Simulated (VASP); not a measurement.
Wanted: the native input for a VASP 6.6.1 run.

```yaml
Task: single point
Functional: PBE
Potentials_or_basis: VASP PAW PBE potentials, release 64 (Ba_sv, Ru_sv)
Cutoff: 560 eV
k_mesh: 12 × 12 × 12
Occupations: gaussian, width 0.1 eV
Spin: no spin polarisation
Dipole_correction: no
Further_INCAR_settings: ALGO = Normal; EDIFF = 1e-06; NBANDS = 37
```

The structure of BaRu3 lies in POSCAR:

```
BaRu3
1.0
    4.1561477345      0.0000000000      0.0000000000
    0.0000000000      4.1561477345      0.0000000000
    0.0000000000      0.0000000000      4.1561477345
Ba Ru
1 3
Direct
    0.0000000000      0.0000000000      0.0000000000
    0.0000000000      0.5000000000      0.5000000000
    0.5000000000      0.0000000000      0.5000000000
    0.5000000000      0.5000000000      0.0000000000
```

The input as run:

INCAR

```
SYSTEM = BaRu3
  PREC = Accurate
  ENCUT = 560
  EDIFF = 1E-6
  ISMEAR = 0
  SIGMA = 0.1
  LREAL = .FALSE.
  LASPH = .TRUE.
  NELM = 120
  ALGO = Normal
  ISIF = 2
  LWAVE = .FALSE.
  LCHARG = .FALSE.
  GGA = PE
  NBANDS = 37
  GGA_COMPAT = .FALSE.
```

KPOINTS

```
regular mesh
0
G
  12 12 12
  0 0 0
```

Potentials or basis: VASP PAW PBE potentials, release 64 (Ba_sv, Ru_sv).

Command:

```bash
$ cat potpaw_PBE.64/Ba_sv/POTCAR potpaw_PBE.64/Ru_sv/POTCAR > POTCAR
$ mpirun -np 1 vasp_std > vasp.out
```

Results of the run:

```json
{"Pressure": "4.1 GPa", "Band gap on the k mesh": "zero (bands 29 and 30 overlap by 1.52 eV)"}
```

Caveat: the cell stands under pressure; spin-orbit coupling is left out, which moves the levels of the heavy elements.

It took 67 s on 1 thread of Intel(R) Xeon(R) Platinum 8559C (Emerald Rapids), with other jobs on the host, peak memory 0.32 GiB.
